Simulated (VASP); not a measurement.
PbS:

```
CELL_PARAMETERS angstrom
5.04666 0.00000 0.00000
0.00000 2.29887 2.96221
0.00000 -2.29887 2.96221
ATOMIC_POSITIONS crystal
Pb 0.00000 0.35699 0.35699
S 0.50000 0.03401 0.03401
```

| Item | Value |
| --- | --- |
| Program | VASP 6.6.1 |
| Task | relaxation of cell and atoms |
| Functional | PBE |
| Potentials or basis | VASP PAW PBE potentials, release 64 (Pb_d, S) |
| Cutoff | 600 eV |
| k mesh | 4 × 6 × 6 |
| Occupations | gaussian, width 0.1 eV |
| Spin | no spin polarisation |

At the start: pressure -7.2 GPa; volume 34.37 Å³/atom.

Task: Where does the relaxation end?

Result: Over 17 steps the energy falls by 704.2 meV/atom and the volume is 27.17 Å³/atom (-20.9 %); space group P-6m2 (No. 187, to 0.05 Å).

The path:
```tsv
step	energy change (eV)	largest force (eV/Å)	pressure (GPa)	volume (Å³)
1	0.0000	0.3211	-7.24	68.73
2	-1.1053	0.3805	0.23	53.89
3	-1.1405	0.5874	2.54	52.10
4	-1.1426	0.6479	3.21	51.64
5	-1.3199	0.3440	1.87	53.14
6	-1.3396	0.1444	1.39	53.94
7	-1.3414	0.1755	1.44	53.82
8	-1.3612	0.0172	-1.11	56.01
9	-1.3616	0.0024	-0.84	55.74
10	-1.3754	0.0042	-0.62	55.12
11	-1.3949	0.0442	0.66	53.13
12	-1.4037	0.0726	0.22	53.67
13	-1.4054	0.0810	-0.06	54.06
14	-1.4077	0.0569	0.24	53.94
15	-1.4077	0.0560	0.26	53.94
16	-1.4083	0.0261	-0.25	54.48
17	-1.4083	0.0345	-0.13	54.34
```

Final structure:
```
Pb S
1.0
     3.81344    0.00000    0.00000
     0.00000    2.02514    3.51817
     0.00000   -2.02514    3.51817
Pb S
1 1
Direct
  0.00000 0.36342 0.36342
  0.50000 0.02758 0.02758
```

Caveat: the volume moved by over 15 % at a fixed basis, so the end points are rough.
